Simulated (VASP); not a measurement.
Write the native input for VASP 6.6.1 that does the following.

* Task: single point
* Functional: PBEsol
* Potentials or basis: VASP PAW PBE potentials, release 64 (Fe)
* Cutoff: 520 eV
* k mesh: 20 × 20 × 20
* Occupations: gaussian, width 0.05 eV
* Spin: collinear spin, ferromagnetic start
* Starting moments: [2.5] μB
* Dipole correction: no
* Further INCAR settings: ALGO = Normal; EDIFF = 1e-06; NBANDS = 14

The structure of Fe lies in POSCAR:

```
Fe
1.0
   -1.4350000000      1.4350000000      1.4350000000
    1.4350000000     -1.4350000000      1.4350000000
    1.4350000000      1.4350000000     -1.4350000000
Fe
1
Direct
    0.0000000000      0.0000000000      0.0000000000
```

One way to write it, as run:

INCAR

```
SYSTEM = Fe
PREC = Accurate ; ENCUT = 520
EDIFF = 1E-6 ; ISMEAR = 0
SIGMA = 0.05 ; LREAL = .False.
LASPH = .True. ; NELM = 150
ALGO = Normal ; ISIF = 2
LWAVE = .False. ; LCHARG = .True.
ISPIN = 2 ; MAGMOM = 2.5
LORBIT = 11 ; LMAXMIX = 4
GGA = PS ; LELF = .True.
LVHAR = .True. ; NBANDS = 14
```

KPOINTS

```
Automatic mesh
0
Gamma
  20 20 20
  0 0 0
```

Potentials or basis: VASP PAW PBE potentials, release 64 (Fe).

Run with:

```bash
$ cat potpaw_PBE.64/Fe/POTCAR > POTCAR
$ mpirun -np 1 vasp_std > vasp.out
```

It gave:

The pressure is -15.6 GPa, the net moment is 2.26 μB per cell and the site moments are Fe +2.25 μB. The valence electrons inside the program's atomic spheres are Fe 7.19.

Caveat: the PAW data sets were made with another functional, which shifts forces and pressure a little.

Wall time 44 s on 1 thread of AMD EPYC 9R14 (Zen 4) (shared host), peak memory 0.14 GiB.
